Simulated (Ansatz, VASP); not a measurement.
One calculation of Au, two programs

```
Au
1.0
     1.39741   -2.53075    0.00000
     1.39741    2.53075    0.00000
     0.00000    0.00000    4.99103
Au
2
Direct
  0.66533 0.33467 0.75000
  0.33467 0.66533 0.25000
```

Change from the starting cell: z stretched by +2 % at fixed volume.

Alike in both runs: task single point; functional PBEsol; k mesh 15 × 15 × 8; occupations fermi-dirac, width 0.08 eV; no spin polarisation.

|  | VASP | Ansatz |
| --- | --- | --- |
| version | VASP 6.6.1 | Ansatz 0.2.0 |
| potentials or method | VASP PAW PBE potentials, release 64 (Au), cutoff 520 eV | all-electron LAPW, scalar-relativistic |

|  | VASP | Ansatz | Ansatz less VASP |
| --- | --- | --- | --- |
| pressure (GPa) | -5.0 | -4.8 | +0.23 |
| traceless stress, the component that is largest in VASP (GPa) | 3.67 | 3.66 | -0.006 |
| rms of the force components (eV/Å) | 0.004 | 0.004 | +0.0002 |

VASP's potentials were made for PBE, not for PBEsol. Atom by atom the forces differ by 0.000 eV/Å (rms over components). Ansatz ran all-electron here, and VASP with PAW potentials.

Spin-orbit coupling is off throughout.
